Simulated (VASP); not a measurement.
The system is MnO.

```xyz
2
Lattice="0.0000 2.1785 2.1785 2.1785 0.0000 2.1785 2.1785 2.1785 0.0000" Properties=species:S:1:pos:R:3 pbc="T T T"
Mn    0.0000    0.0000    0.0000
O     2.1785    2.1785    2.1785
```

Base run:

- Program: VASP 6.6.1
- Functional: revPBE
- Potentials or basis: VASP PAW PBE potentials, release 64 (Mn_pv, O)
- Cutoff: 520 eV
- k mesh: 10 × 10 × 10
- Occupations: fermi-dirac, width 0.05 eV
- Spin: collinear spin, ferromagnetic start
- Starting moments: [4.0, 0.0] μB

Its results: pressure 12.3 GPa; net moment 4.64 μB per cell; site moments Mn +4.24; O +0.19 μB.

Task: The run is repeated on the same cell with these changes: functional from revPBE to HSE06; k mesh from 10 × 10 × 10 to 5 × 5 × 5. What comes out?

Result: Pressure 13.5 GPa; net moment 5.00 μB per cell; site moments Mn +4.57; O +0.22 μB.

Several settings changed at once.

Caveats: some runs use coarse meshes; the PAW data sets were made with another functional, which shifts forces and pressure a little; a cell with one magnetic atom can't hold antiferromagnetic order, which such compounds often take; the cell stands under pressure (at least some runs).
